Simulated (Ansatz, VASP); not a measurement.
# KTe2C4 in VASP and in Ansatz

INCAR

```
PREC = Accurate
ENCUT = 520
EDIFF = 1E-6
ISMEAR = 0
SIGMA = 0.1
LREAL = F
LASPH = T
NELM = 100
ALGO = Normal
ISIF = 2
LWAVE = F
LCHARG = F
GGA = PE
NBANDS = 28
```

Contents of KPOINTS:

```
regular mesh
0
Gamma
  6 6 2
```

File POSCAR:

```
KTe2C4
1.0
    4.8087627100      0.0000000000      0.0000000000
   -2.4043813600      4.1645106700      0.0000000000
    0.0000000000      0.0000000000      9.0484179300
K Te C
1 2 4
Direct
    0.0000000000      0.0000000000      0.0000000000
    0.0000000000      0.0000000000      0.6613137600
    0.0000000000      0.0000000000      0.3386862400
    0.3333333300      0.6666666700      0.0000000000
    0.6666666700      0.3333333300      0.0000000000
    0.3333333300      0.6666666700      0.5000000000
    0.6666666700      0.3333333300      0.5000000000
```

Input for Ansatz:

```yaml
crystal:
  lattice:
    - [4.80876271, 0.0, 0.0]
    - [-2.40438136, 4.16451067, 0.0]
    - [0.0, 0.0, 9.04841793]
  atoms:
    - { symbol: K, position: [0.0, 0.0, 0.0] }
    - { symbol: Te, position: [0.0, 0.0, 0.66131376] }
    - { symbol: Te, position: [0.0, 0.0, 0.33868624] }
    - { symbol: C, position: [0.33333333, 0.66666667, 0.0] }
    - { symbol: C, position: [0.66666667, 0.33333333, 0.0] }
    - { symbol: C, position: [0.33333333, 0.66666667, 0.5] }
    - { symbol: C, position: [0.66666667, 0.33333333, 0.5] }
basis:
  ecutwfc: 420
kpoints:
  mp_grid: { grid: [6, 6, 2] }
hamiltonian:
  xc: pbe
scf:
  occupations: { method: gaussian, width: 0.1 }
  lower_state_search: "off"
output:
  forces: true
  stress: true
  eigenvalues: true
```

Alike in both runs: task single point; functional PBE; k mesh 6 × 6 × 2; occupations gaussian, width 0.1 eV; no spin polarisation.

```csv
,VASP,Ansatz
version,VASP 6.6.1,Ansatz 0.2.0
potentials or method,"VASP PAW PBE potentials, release 64 (K_sv, Te, C), cutoff 520 eV","scalar-relativistic, plane waves, PAW"
valence electrons in the cell,37,57
```

```tsv
	VASP	Ansatz	Ansatz less VASP
gap on the k mesh at the Fermi level (eV)	none	none	-
pressure (GPa)	-7.8	-7.8	-0.03
traceless stress, the component that is largest in VASP (GPa)	6.80	6.84	+0.035
rms of the force components (eV/Å)	0.749	0.745	-0.0045
```

Atom by atom the forces differ by 0.004 eV/Å (rms over components). A gap of «none» marks a metal or a gap that the smearing closes. VASP's potentials hold 37 valence electrons a cell and Ansatz's 57, so a difference there can come from the potentials and not from the codes.

Neither program's run includes spin-orbit coupling.
